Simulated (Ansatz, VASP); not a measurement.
ZnS: VASP beside Ansatz

Contents of POSCAR:

```
ZnS
1.0
    4.0920606713     -0.0534685835     -0.0424234593
   -2.0923354872      3.3394681514      0.0217762638
   -0.1389440520      0.0021349782     12.6875982788
Zn S
4 4
Direct
    0.0313384834     -0.0170733193      0.0204055683
   -0.0117556570     -0.0588516940      0.4803484253
    0.2074429199      0.5297772344      0.2275969809
    0.6362652156      0.3812237942      0.7699798704
    0.0863399362      0.0346195581      0.1896505564
   -0.0270281025      0.0071156403      0.6925758719
    0.3479853349      0.6398547772      0.4089278776
    0.7294118694      0.4833340091      0.9605148491
```

INCAR.step1

```
SYSTEM = ZnS
PREC     = Accurate       ! precision mode
ENCUT    = 520            ! plane-wave cutoff, eV
ISMEAR   = 0              ! smearing method
SIGMA    = 0.05           ! smearing width, eV
LREAL    = .False.        ! projectors in reciprocal space
LASPH    = .True.         ! aspherical terms in the spheres
NELM     = 60             ! most SCF steps
NBANDS   = 46             ! bands
GGA      = PE             ! functional
ALGO     = Normal         ! electronic algorithm
EDIFF    = 1E-4           ! SCF threshold, eV
LWAVE    = .True.         ! write WAVECAR
LCHARG   = .False.        ! write CHGCAR
```

Contents of INCAR.step2:

```
SYSTEM = ZnS
PREC     = Accurate       ! precision mode
ENCUT    = 520            ! plane-wave cutoff, eV
EDIFF    = 1E-6           ! SCF threshold, eV
ISMEAR   = 0              ! smearing method
SIGMA    = 0.05           ! smearing width, eV
LREAL    = .False.        ! projectors in reciprocal space
LASPH    = .True.         ! aspherical terms in the spheres
NELM     = 60             ! most SCF steps
ALGO     = Normal         ! electronic algorithm
ISIF     = 2              ! what is computed and relaxed
LWAVE    = .False.        ! write WAVECAR
LCHARG   = .False.        ! write CHGCAR
METAGGA  = R2SCAN         ! meta-GGA
LMIXTAU  = .True.       
NBANDS   = 46             ! bands
ISTART   = 1
```

File KPOINTS:

```
regular mesh
0
Gamma
  6 6 2
  0 0 0
```

Input for Ansatz:

```yaml
crystal:
  lattice:
    - [4.0920606713, -0.0534685835, -0.0424234593]
    - [-2.0923354872, 3.3394681514, 0.0217762638]
    - [-0.138944052, 0.0021349782, 12.6875982788]
  atoms:
    - { symbol: Zn, position: [0.0313384834, -0.0170733193, 0.0204055683] }
    - { symbol: Zn, position: [-0.011755657, -0.058851694, 0.4803484253] }
    - { symbol: Zn, position: [0.2074429199, 0.5297772344, 0.2275969809] }
    - { symbol: Zn, position: [0.6362652156, 0.3812237942, 0.7699798704] }
    - { symbol: S, position: [0.0863399362, 0.0346195581, 0.1896505564] }
    - { symbol: S, position: [-0.0270281025, 0.0071156403, 0.6925758719] }
    - { symbol: S, position: [0.3479853349, 0.6398547772, 0.4089278776] }
    - { symbol: S, position: [0.7294118694, 0.4833340091, 0.9605148491] }
basis:
  ecutwfc: 500
kpoints:
  mp_grid: { grid: [6, 6, 2] }
hamiltonian:
  xc: r2scan
scf:
  occupations: { method: gaussian, width: 0.05 }
output:
  forces: true
  stress: true
  eigenvalues: true
  write_density: true
  write_potential: true
  elf: true
  volumetric_format: npy
```

Change from the starting cell: all atoms moved at random (sigma 0.22 Å a component), cell strained at random (sigma 0.03).

Alike in both runs: task single point; functional r2SCAN; k mesh 6 × 6 × 2; occupations gaussian, width 0.05 eV; no spin polarisation.

|  | VASP | Ansatz |
| --- | --- | --- |
| version | VASP 6.6.1 | Ansatz 0.2.0 |
| potentials or method | VASP PAW PBE potentials, release 64 (Zn, S), cutoff 520 eV | scalar-relativistic, plane waves, PAW |
| valence electrons in the cell | 72 | 72 |

```csv
,VASP,Ansatz,Ansatz less VASP
gap on the k mesh at the Fermi level (eV),1.81,1.81,+0.002
least direct gap on the mesh (eV),1.82,1.82,+0.001
pressure (GPa),7.0,6.7,-0.26
"traceless stress, the component that is largest in VASP (GPa)",16.72,16.40,-0.322
rms of the force components (eV/Å),4.121,4.049,-0.0712
```

VASP's potentials were made for PBE, not for r2SCAN. Atom by atom the forces differ by 0.073 eV/Å (rms over components).
